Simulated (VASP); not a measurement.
# Ge5H2 in VASP: single point with PBE

Aim: the single point of Ge5H2 with PBE.

Everything below comes from runs of VASP 6.6.1. Logs are shortened: lines on timing, memory, paths and dates and some standing lists are left out, and cuts for length are marked.

## Step 1: The cell of the first run

The cell holds a slab with vacuum, 28 atoms: a = 8.147 Å, b = 8.147 Å, c = 19.518 Å, α = 90.00°, β = 90.00°, γ = 90.00°.

## Step 2: Single point, PBE

INCAR reads:

```
SYSTEM = Ge5H2
PREC = Accurate
ENCUT = 410
EDIFF = 1E-6
ISMEAR = 0
SIGMA = 0.05
LREAL = .FALSE.
LASPH = .TRUE.
NELM = 120
ALGO = Normal
ISIF = 2
LWAVE = .FALSE.
LCHARG = .FALSE.
LDIPOL = .TRUE.
IDIPOL = 3
DIPOL = 0.5 0.5 0.341
GGA = PE
NBANDS = 164
GGA_COMPAT = .FALSE.
NELMDL = -8
```

KPOINTS reads:

```
Automatic mesh
0
G
  3 3 1
  0 0 0
```

POSCAR reads:

```
Ge5H2
1.0
    8.1473826809      0.0000000000      0.0000000000
    0.0000000000      8.1473826809      0.0000000000
    0.0000000000      0.0000000000     19.5175094652
Ge H
20 8
Direct
    0.5000000000      0.5000000000      0.2513865784
    0.5000000000      0.0000000000      0.2513865784
    0.0000000000      0.5000000000      0.2513865784
    0.0000000000      0.0000000000      0.2513865784
    0.7500000000      0.5000000000      0.3251801834
    0.7500000000      0.0000000000      0.3251801834
    0.2500000000      0.5000000000      0.3251801834
    0.2500000000      0.0000000000      0.3251801834
    0.7500000000      0.7500000000      0.4010599608
    0.7500000000      0.2500000000      0.4010599608
    0.2500000000      0.7500000000      0.3959952550
    0.2500000000      0.2500000000      0.3959952550
    0.0046666178      0.7500000000      0.4729142658
    0.0046666178      0.2500000000      0.4729142658
    0.4953333822      0.7500000000      0.4729142658
    0.4953333822      0.2500000000      0.4729142658
    0.0956638341      0.0000000000      0.5332406917
    0.0956638341      0.5000000000      0.5332406917
    0.4043361659      0.0000000000      0.5332406917
    0.4043361659      0.5000000000      0.5332406917
    0.5083944213      0.6502083350      0.2033868863
    0.5083944213      0.3497916650      0.2033868863
    0.5083944213      0.1502083350      0.2033868863
    0.5083944213     -0.1502083350      0.2033868863
   -0.0083944213      0.3497916650      0.2033868863
   -0.0083944213      0.6502083350      0.2033868863
   -0.0083944213     -0.1502083350      0.2033868863
   -0.0083944213      0.1502083350      0.2033868863
```

Potentials or basis: VASP PAW PBE potentials, release 64 (Ge_d, H).

On the command line:

```bash
> cat potpaw_PBE.64/Ge_d/POTCAR potpaw_PBE.64/H/POTCAR > POTCAR
> mpirun -np 1 vasp_std > vasp.out
```

OUTCAR:

```text
SYSTEM = Ge5H2
   PREC = Accurate
   ENCUT = 410
   EDIFF = 1E-6
   ISMEAR = 0
   LREAL = .FALSE.
   LASPH = .TRUE.
   NELM = 120
   ISIF = 2
   GGA = PE
   NELMDL = -8

 ion  position               nearest neighbor table
   1  0.500  0.500  0.251-  21 1.54  22 1.54   5 2.49   7 2.49
   2  0.500  0.000  0.251-  23 1.54  24 1.54   6 2.49   8 2.49
   3  0.000  0.500  0.251-  25 1.54  26 1.54   5 2.49   7 2.49
   4  0.000  0.000  0.251-  27 1.54  28 1.54   6 2.49   8 2.49
   5  0.750  0.500  0.325-   1 2.49   3 2.49   9 2.52  10 2.52
   6  0.750  0.000  0.325-   2 2.49   4 2.49   9 2.52  10 2.52
[... 8 lines left out ...]
  15  0.495  0.750  0.473-  19 2.47  20 2.47  11 2.50   9 2.50
  16  0.495  0.250  0.473-  19 2.47  20 2.47  12 2.50  10 2.50
  17  0.096  0.000  0.533-  13 2.47  14 2.47  19 2.51
  18  0.096  0.500  0.533-  13 2.47  14 2.47  20 2.51
  19  0.404  0.000  0.533-  15 2.47  16 2.47  17 2.51
  20  0.404  0.500  0.533-  15 2.47  16 2.47  18 2.51
  21  0.508  0.650  0.203-   1 1.54
  22  0.508  0.350  0.203-   1 1.54
  23  0.508  0.150  0.203-   2 1.54
  24  0.508  0.850  0.203-   2 1.54
  25  0.992  0.350  0.203-   3 1.54
  26  0.992  0.650  0.203-   3 1.54
  27  0.992  0.850  0.203-   4 1.54
  28  0.992  0.150  0.203-   4 1.54

  LATTYP: Found a simple tetragonal cell.
 ALAT       =     8.1473826809
 C/A-ratio  =     2.3955557545

  Lattice vectors:

 A1 = (   8.1473826809,   0.0000000000,   0.0000000000)
 A2 = (   0.0000000000,   8.1473826809,   0.0000000000)
 A3 = (   0.0000000000,   0.0000000000,  19.5175094652)

Analysis of symmetry for initial positions (statically):
=====================================================================
 Subroutine PRICEL returns following result:

  LATTYP: Found a simple orthorhombic cell.
 ALAT       =     4.0736913404
 B/A-ratio  =     2.0000000000
 C/A-ratio  =     4.7911115090

  Lattice vectors:

 A1 = (   0.0000000000,  -4.0736913404,   0.0000000000)
 A2 = (   8.1473826809,   0.0000000000,   0.0000000000)
 A3 = (   0.0000000000,   0.0000000000,  19.5175094652)

   2 primitive cells build up your supercell.

 Routine SETGRP: Setting up the symmetry group for a
 simple tetragonal supercell.

 Subroutine GETGRP returns: Found  4 space group operations
 (whereof  2 operations were pure point group operations)
 out of a pool of 16 trial point group operations.

The static configuration has the point symmetry C_1h.
 The point group associated with its full space group is C_2v.

Analysis of symmetry for dynamics (positions and initial velocities):
=====================================================================
 Subroutine PRICEL returns following result:

  LATTYP: Found a simple orthorhombic cell.
 ALAT       =     4.0736913404
 B/A-ratio  =     2.0000000000
 C/A-ratio  =     4.7911115090

  Lattice vectors:

 A1 = (   0.0000000000,  -4.0736913404,   0.0000000000)
 A2 = (   8.1473826809,   0.0000000000,   0.0000000000)
 A3 = (   0.0000000000,   0.0000000000,  19.5175094652)

   2 primitive cells build up your supercell.

 Routine SETGRP: Setting up the symmetry group for a
 simple tetragonal supercell.

 Subroutine GETGRP returns: Found  4 space group operations
 (whereof  2 operations were pure point group operations)
 out of a pool of 16 trial point group operations.

The dynamic configuration has the point symmetry C_1h.
 The point group associated with its full space group is C_2v.

 Subroutine INISYM returns: Found  4 space group operations
 (whereof  2 operations are pure point group operations),
 and found     2 'primitive' translations

----------------------------------------------------------------------------------------

                                     Primitive cell

  volume of cell :     647.7846

  direct lattice vectors                    reciprocal lattice vectors
     0.000000000 -4.073691340  0.000000000     0.000000000 -0.245477607  0.000000000
     8.147382681  0.000000000  0.000000000     0.122738803  0.000000000  0.000000000
     0.000000000  0.000000000 19.517509465     0.000000000  0.000000000  0.051236045

  length of vectors
[... 34 lines left out ...]

----------------------------------------------------------------------------------------

 KPOINTS: Automatic mesh

Automatic generation of k-mesh.
 Grid dimensions read from file:
 generate k-points for:    3    3    1

 Generating k-lattice:

  Cartesian coordinates                     Fractional coordinates (reciprocal lattice)
     0.040912934  0.000000000  0.000000000     0.333333333  0.000000000  0.000000000
     0.000000000  0.040912934  0.000000000     0.000000000  0.333333333  0.000000000
     0.000000000  0.000000000  0.051236045     0.000000000  0.000000000  1.000000000

  Length of vectors
     0.040912934  0.040912934  0.051236045

  Shift w.r.t. Gamma in fractional coordinates (k-lattice)
     0.000000000  0.000000000  0.000000000

 Subroutine IBZKPT returns following result:
 ===========================================

 Found      4 irreducible k-points:

 Following reciprocal coordinates:
            Coordinates               Weight
  0.000000  0.000000  0.000000      1.000000
  0.333333  0.000000  0.000000      2.000000
  0.000000  0.333333  0.000000      2.000000
  0.333333  0.333333  0.000000      4.000000
   k-points           NKPTS =      4   k-points in BZ     NKDIM =      4   number of bands    NBANDS=    164
   number of dos      NEDOS =    301   number of ions     NIONS =     28
   total plane-waves  NPLWV = 408240
   dimension x,y,z NGX =    54 NGY =   54 NGZ =  140
   dimension x,y,z NGXF=   108 NGYF=  108 NGZF=  280
   ions per type =              20   8
   NGX,Y,Z   is equivalent  to a cutoff of  11.02, 11.02, 11.92 a.u.
   NGXF,Y,Z  is equivalent  to a cutoff of  22.04, 22.04, 23.85 a.u.
 SYSTEM =  Ge5H2
   PREC   = accura    normal or accurate (medium, high low for compatibility)
   ISTART =      0    job   : 0-new  1-cont  2-samecut
   ICHARG =      2    charge: 1-file 2-atom 10-const
   ISPIN  =      1    spin polarized calculation?
   LNONCOLLINEAR =      F non collinear calculations
   LSORBIT =      F    spin-orbit coupling
   LASPH  =      T    aspherical Exc in radial PAW
   ENCUT  =  410.0 eV  30.13 Ry    5.49 a.u.  13.45 13.45 32.22*2*pi/ulx,y,z
   NELM   =    120;   NELMIN=  2; NELMDL= -8     # of ELM steps
   EDIFF  = 0.1E-05   stopping-criterion for ELM
   LREAL  =      F    real-space projection
   EDIFFG = 0.1E-04   stopping-criterion for IOM
   NSW    =      0    number of steps for IOM
   IBRION =     -1    ionic relax: 0-MD 1-quasi-New 2-CG
   NFREE  =      0    steps in history (QN), initial steepest desc. (CG)
   ISIF   =      2    stress and relaxation
   ISYM   =      2    0-nonsym 1-usesym 2-fastsym
   POTIM  = 0.5000    time-step for ionic-motion
   TEBEG  =    0.0;   TEEND  =   0.0 temperature during run
   PSTRESS=    0.0 pullay stress
   NELECT =     288.0000    total number of electrons
   NUPDOWN=      -1.0000    fix difference up-down
   EMIN   =  10.00;   EMAX   =-10.00  energy-range for DOS
   EFERMI =   0.00;   METHOD = LEGACY
   ISMEAR =     0;   SIGMA  =   0.05  broadening in eV -4-tet -1-fermi 0-gaus
   EFERMI_NEDOS =   21; number of points for ismear=-14 and -15
   IALGO  =     38    algorithm
   IMIX   =      4    mixing-type and parameters
     AMIX     =   0.40;   BMIX     =  1.00
     AMIX_MAG =   1.60;   BMIX_MAG =  1.00
  volume/ion in A,a.u.               =      46.27       312.25
  Fermi-wavevector in a.u.,A,eV,Ry     =   0.991712  1.874063 13.381223  0.983492
  Thomas-Fermi vector in A             =   2.123472
   LORBIT       =      0    0 simple, 1 ext, 2 COOP (PROOUT), +10 PAW based schemes
   GGA     = PE    functional components
   LHFCALC =     F    Hartree Fock is set to
   AEXX    =    0.0000 exact exchange contribution
   IVDW    =     0    specifies the selected vdW correction
   LEPSILON=     F    determine dielectric tensor
   LRPA    =     F    only Hartree local field effects (RPA)
 non-spin polarized calculation
 Gauss-broadening in eV      SIGMA  =   0.05
  energy-cutoff  :      410.00
  volume of cell :     1295.57
 maximum number of plane-waves:     24481
 NGX is ok and might be reduce to    54
   NGX = 27   NGY = 27   NGZ = 65

 dipolmoment           0.000000      0.000000     -0.007827 electrons x Angstroem

 number of electron     288.0000341 magnetization

 dipolmoment           0.000000      0.000000      0.037242 electrons x Angstroem

 Free energy of the ion-electron system (eV)
  ---------------------------------------------------
  ext. energy  EPLUGINS =         0.00000000
  ---------------------------------------------------
  free energy    TOTEN  =      -110.57658030 eV

  energy without entropy =     -110.56841892  energy(sigma->0) =     -110.57249961

 E-fermi :  -1.1913     XC(G=0):  -4.4941

 val. band max:       -1.2330919769   @ k =   0.0000   0.3333   0.0000
 cond. band min:      -1.1374221968   @ k =   0.3333   0.3333   0.0000
 fundamental gap:      0.0956697801
 Fermi energy:        -1.1912874095

 k-point     1 :       0.0000    0.0000    0.0000
  band No.  band energies     occupation
      1     -25.8715      2.00000
      2     -25.8705      2.00000
      3     -25.8705      2.00000
      4     -25.8673      2.00000
      5     -25.8583      2.00000
      6     -25.8545      2.00000
[... 625 lines left out ...]
    155       1.7761      0.00000
    156       1.8383      0.00000
 [bands above 156 left out]

------------------------ aborting loop because EDIFF is reached ----------------------------------------

 vacuum level on the upper side and lower side of the slab       (xc-potential included)        -0.154        -0.208

  FORCE on cell =-STRESS in cart. coord.  units (eV):
  Direction    XX          YY          ZZ          XY          YZ          ZX
  --------------------------------------------------------------------------------------
  -------------------------------------------------------------------------------------
  Total       -4.9230078     10.6038241     -3.1160227      0.0000000      0.0000000      0.0000000
  in kB       -6.0880818     13.1133142     -3.8534574      0.0000000      0.0000000      0.0000000
  external PRESSURE =       1.0572583 kB  Pullay stress =       0.0000000 kB

 VOLUME and BASIS-vectors are now :
 -----------------------------------------------------------------------------
  energy-cutoff  :      410.00
  volume of cell :     1295.57
      direct lattice vectors                 reciprocal lattice vectors
     8.147382681  0.000000000  0.000000000     0.122738803  0.000000000  0.000000000
     0.000000000  8.147382681  0.000000000     0.000000000  0.122738803  0.000000000
     0.000000000  0.000000000 19.517509465     0.000000000  0.000000000  0.051236045

 POSITION                                       TOTAL-FORCE (eV/Angst)
 -----------------------------------------------------------------------------------
      4.07369      4.07369      4.90644        -0.067329     -0.000000      0.229851
      4.07369      0.00000      4.90644        -0.067329     -0.000000      0.229851
      0.00000      4.07369      4.90644         0.067329     -0.000000      0.229851
      0.00000      0.00000      4.90644         0.067329     -0.000000      0.229851
      6.11054      4.07369      6.34671        -0.000000     -0.000000      0.104796
      6.11054      0.00000      6.34671        -0.000000     -0.000000      0.104796
[... 20 lines left out ...]
      8.07899      6.92358      3.96961        -0.001036      0.017457      0.015076
      8.07899      1.22380      3.96961        -0.001036     -0.017457      0.015076
 -----------------------------------------------------------------------------------
    total drift:                                0.000000      0.000000     -0.024709

  FREE ENERGIE OF THE ION-ELECTRON SYSTEM (eV)
  ---------------------------------------------------
  free  energy   TOTEN  =      -110.5765803046 eV

  energy  without entropy=     -110.5684189229  energy(sigma->0) =     -110.57249961

 vacuum level on the upper side and lower side of the slab         3.181         3.130
```

Wall time 44 min (1 thread of Intel Xeon Platinum 8259CL at 2.50GHz (Skylake/Cascade Lake), shared host); peak memory 1 GiB.

Results:

| Quantity | Value |
| --- | --- |
| Free energy | -110.5766 eV |
| Largest force | 0.624 eV/Å |
| Band gap on the k mesh | zero (bands 144 and 145 overlap by 0.32 eV) |

Forces in eV/Å, atoms in the order of the input:
```
Ge  -0.067  0.000  0.230
Ge  -0.067  0.000  0.230
Ge   0.067  0.000  0.230
Ge   0.067  0.000  0.230
Ge   0.000  0.000  0.105
Ge   0.000  0.000  0.105
Ge   0.000  0.000 -0.624
Ge   0.000  0.000 -0.624
Ge   0.000  0.000 -0.002
Ge   0.000  0.000 -0.002
Ge   0.000  0.000  0.001
Ge   0.000  0.000  0.001
Ge   0.000  0.000  0.000
Ge   0.000  0.000  0.000
Ge   0.000  0.000  0.000
Ge   0.000  0.000  0.000
Ge  -0.001  0.000  0.000
Ge  -0.001  0.000  0.000
Ge   0.001  0.000  0.000
Ge   0.001  0.000  0.000
H    0.001 -0.017  0.015
H    0.001  0.017  0.015
H    0.001 -0.017  0.015
H    0.001  0.017  0.015
H   -0.001  0.017  0.015
H   -0.001 -0.017  0.015
H   -0.001  0.017  0.015
H   -0.001 -0.017  0.015
```
